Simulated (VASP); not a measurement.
A run of VASP 6.6.1:

Contents of POSCAR:

```
Mo
1.0
   -1.5430792847      1.5430792847      1.5430792847
    1.5430792847     -1.5430792847      1.5430792847
    1.5430792847      1.5430792847     -1.5430792847
Mo
1
Direct
    0.0000000000      0.0000000000      0.0000000000
```

INCAR.step1

```
SYSTEM = Mo
PREC = Accurate
ENCUT = 520
ISMEAR = 0
SIGMA = 0.1
LREAL = .False.
LASPH = .True.
NELM = 80
NBANDS = 13
GGA = PE
ALGO = Normal
EDIFF = 1E-4
LWAVE = .True.
LCHARG = .False.
```

File INCAR.step2:

```
SYSTEM = Mo
PREC = Accurate
ENCUT = 520
EDIFF = 1E-6
ISMEAR = 0
SIGMA = 0.1
LREAL = .False.
LASPH = .True.
NELM = 80
ALGO = Normal
ISIF = 2
LWAVE = .False.
LCHARG = .True.
METAGGA = R2SCAN
LMIXTAU = .True.
LELF = .True.
LVHAR = .True.
NBANDS = 13
ISTART = 1
```

File KPOINTS:

```
Automatic mesh
0
Gamma
  18 18 18
  0 0 0
```

Potentials or basis: VASP PAW PBE potentials, release 64 (Mo_sv).

Launch:

```sh
$ cat potpaw_PBE.64/Mo_sv/POTCAR > POTCAR
$ cp INCAR.step1 INCAR
$ mpirun -np 1 vasp_std > vasp.out
$ cp INCAR.step2 INCAR
$ mpirun -np 1 vasp_std > vasp.out
```

Hardware: 1 thread of Intel(R) Xeon(R) Platinum 8375C CPU @ 2.90GHz (Ice Lake), with other jobs on the host.

Problem. Estimate the wall time of this run.

Solution. Run time: 77 s on 1 thread of Intel(R) Xeon(R) Platinum 8375C CPU @ 2.90GHz (Ice Lake) (shared host), peak memory 0.15 GiB. Counts: k points 195.
